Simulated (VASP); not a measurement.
**ZnBF5: single point with r2SCAN+rVV10**

ZnBF5:

```xyz
7
Lattice="3.1001 0.0000 0.0000 0.0000 3.1001 0.0000 0.0000 0.0000 5.8929" Properties=species:S:1:pos:R:3 pbc="T T T"
Zn    1.5501    1.5501    0.0000
B     0.0000    0.0000    2.9465
F     0.0000    1.5501    1.9010
F     0.0000    1.5501    3.9920
F     1.5501    0.0000    1.9010
F     1.5501    0.0000    3.9920
F     0.0000    0.0000    0.0000
```

```
Program             : VASP 6.6.1
Task                : single point
Functional          : r2SCAN
Dispersion          : rVV10
Potentials or basis : VASP PAW PBE potentials, release 64 (Zn, B, F)
Cutoff              : 520 eV
k mesh              : 8 × 8 × 4
Occupations         : fermi-dirac, width 0.03 eV
Spin                : no spin polarisation
```

The pressure is 0.0 GPa and the band gap on the k mesh is 1.82 eV (least direct gap 2.62 eV).

Forces on the atoms (eV/Å):
```
Zn   0.000  0.000  0.000
B    0.000  0.000  0.000
F    0.000  0.000 -0.003
F    0.000  0.000  0.003
F    0.000  0.000 -0.003
F    0.000  0.000  0.003
F    0.000  0.000  0.000
```

Stress tensor (GPa, compression positive):
```
 0.12  0.00  0.00
 0.00  0.12  0.00
 0.00  0.00 -0.29
```

Levels at points of the mesh, in eV from the valence-band top:
| k point | band 22 | band 23 | band 24 | band 25 | band 26 | band 27 | band 28 | band 29 |
| --- | --- | --- | --- | --- | --- | --- | --- | --- |
| (0.00, 0.00, 0.00) | -1.46 | -1.23 | -0.80 | -0.80 | 1.82 | 4.34 | 6.42 | 8.86 |
| (0.50, 0.00, 0.00) | -2.26 | -2.20 | -2.08 | -1.10 | 5.73 | 6.57 | 8.81 | 9.09 |
| (0.50, 0.50, 0.00) | -1.18 | -0.68 | -0.33 | -0.01 | 4.71 | 5.61 | 8.70 | 8.70 |
| (0.00, 0.00, 0.50) | -1.39 | -1.17 | -0.84 | -0.84 | 3.50 | 3.60 | 6.29 | 8.85 |
| (0.50, 0.00, 0.50) | -2.37 | -2.14 | -2.10 | -1.30 | 5.81 | 6.78 | 8.95 | 9.05 |
| (0.50, 0.50, 0.50) | -1.18 | -0.68 | -0.34 | 0.00 | 5.04 | 5.80 | 8.81 | 8.81 |

It took 5.9 min on 1 thread of Intel(R) Xeon(R) Platinum 8259CL CPU @ 2.50GHz (Skylake/Cascade Lake), on a shared host, peak memory 0.33 GiB.

Caveat: the PAW data sets were made with another functional, which shifts forces and pressure a little. A k mesh can miss the band edges.
